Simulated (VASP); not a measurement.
Here is a VASP 6.6.1 calculation.

Contents of INCAR:

```
PREC = Accurate
ENCUT = 520
EDIFF = 1E-7
ISMEAR = -1
SIGMA = 0.03
LREAL = F
LASPH = T
NELM = 100
ALGO = Normal
ISIF = 2
LWAVE = F
LCHARG = F
GGA = PS
NBANDS = 12
```

File KPOINTS:

```
regular mesh
0
Gamma
  12 12 12
```

Contents of POSCAR:

```
Sc
1.0
    0.0000000000      2.2705000000      2.2705000000
    2.2705000000      0.0000000000      2.2705000000
    2.2705000000      2.2705000000      0.0000000000
Sc
1
Direct
    0.0000000000      0.0000000000      0.0000000000
```

Potentials or basis: VASP PAW PBE potentials, release 64 (Sc_sv).

The run is started by

```sh
$ cat potpaw_PBE.64/Sc_sv/POTCAR > POTCAR
$ mpirun -np 1 vasp_std > vasp.out
```

(1) Predict the pressure.

## Answers

(1) 0.5 GPa.

Caveat: the PAW data sets were made with another functional, which shifts forces and pressure a little.
